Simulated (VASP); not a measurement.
TiCo3:

```
Ti Co
1.0
     3.29211    0.00000    0.00000
     0.00000    3.29211    0.00000
     0.00000    0.00000    3.29211
Ti Co
1 3
Direct
  0.00000 0.00000 0.00000
  0.00000 0.50000 0.50000
  0.50000 0.00000 0.50000
  0.50000 0.50000 0.00000
```

Base run:

- Program: VASP 6.6.1
- Functional: PBEsol
- Potentials or basis: VASP PAW PBE potentials, release 64 (Ti_sv, Co)
- Cutoff: 520 eV
- k mesh: 12 × 12 × 12
- Occupations: gaussian, width 0.15 eV
- Spin: collinear spin, ferromagnetic start
- Starting moments: [0.5, 1.1, 1.1, 1.1] μB
- Fixed moment: 3.8 μB

Its results: pressure 91.6 GPa; site moments Ti +0.13; Co +1.20 μB.

Task: The run is repeated on the same cell with these changes: fixed moment from 3.8 μB to 2.28 μB; moments at the start from [0.5, 1.1, 1.1, 1.1] to [0.3, 0.66, 0.66, 0.66]. What comes out?

Result: Pressure 82.1 GPa; site moments Ti -0.14; Co +0.80 μB.

Caveats: the cell stands under pressure; the PAW data sets were made with another functional, which shifts forces and pressure a little; the total moment is fixed, so each spin has its own Fermi level.
